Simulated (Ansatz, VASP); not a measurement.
One calculation of GaN, two programs

Contents of POSCAR:

```
GaN
1.0
    0.0000000000      2.1717706913      2.0512806769
    2.1717706913      0.0000000000      2.0512806769
    2.1717706913      2.1717706913      0.0000000000
Ga N
1 1
Direct
    0.0000000000      0.0000000000      0.0000000000
    0.5000000000      0.5000000000      0.5000000000
```

File INCAR.step1:

```
PREC = Accurate
ENCUT = 520
ISMEAR = -1
SIGMA = 0.02
LREAL = F
LASPH = T
NELM = 150
MAGMOM = 0 0 0 0 0 0
LSORBIT = T
GGA_COMPAT = F
NBANDS = 30
GGA = PE
ALGO = Normal
EDIFF = 1E-4
LWAVE = T
LCHARG = F
```

The input INCAR.step2:

```
PREC = Accurate
ENCUT = 520
EDIFF = 1E-6
ISMEAR = -1
SIGMA = 0.02
LREAL = F
LASPH = T
NELM = 150
ALGO = Normal
ISIF = 2
LWAVE = F
LCHARG = F
MAGMOM = 0 0 0 0 0 0
LORBIT = 11
LSORBIT = T
GGA_COMPAT = F
LORBMOM = T
METAGGA = R2SCAN
LMIXTAU = T
NBANDS = 30
ISTART = 1
```

File KPOINTS:

```
Automatic mesh
0
Gamma
  10 10 10
```

Input for Ansatz:

```yaml
crystal:
  lattice:
    - [0.0, 2.1717706913, 2.0512806769]
    - [2.1717706913, 0.0, 2.0512806769]
    - [2.1717706913, 2.1717706913, 0.0]
  atoms:
    - { symbol: Ga, position: [0.0, 0.0, 0.0] }
    - { symbol: "N", position: [0.5, 0.5, 0.5] }
kpoints:
  mp_grid: { grid: [10, 10, 10] }
  band_path:
    path:
      - [0.0, 0.0, 0.0]
      - [0.5, 0.0, 0.5]
      - [0.625, 0.25, 0.625]
      - [0.375, 0.375, 0.75]
      - [0.5, 0.5, 0.5]
      - [0.5, 0.25, 0.75]
      - [0.010417, 0.1875, -0.179688]
      - [0.5, 0.5, 0.0]
    npoints: 1
hamiltonian:
  xc: r2scan
scf:
  occupations: { method: fermi_dirac, width: 0.02 }
  n_extra_bands: 8
magnetization:
  noncollinear: true
  spin_orbit: true
output:
  forces: true
  stress: true
  eigenvalues: true
```

Change from the starting cell: epitaxial_xy strain +3.0%.

Alike in both runs: task single point; functional r2SCAN; k mesh 10 × 10 × 10; occupations fermi-dirac, width 0.02 eV; non-collinear spin, spin-orbit coupling.

|  | VASP | Ansatz |
| --- | --- | --- |
| version | VASP 6.6.1 | Ansatz 0.2.0 |
| potentials or method | VASP PAW PBE potentials, release 64 (Ga_d, N) | plane waves, PAW |
| plane-wave cutoff (eV) | 520 | 500 |
| valence electrons in the cell | 18 | 18 |

Ansatz gave:

- pressure (GPa): -6.0
- traceless stress, the component that is largest in VASP (GPa): 5.99

Question: What did VASP give for the same quantities?

Answer: Pressure (GPa): -4.9; traceless stress, the component that is largest in VASP (GPa): 6.48.

VASP's potentials were made for PBE, not for r2SCAN.
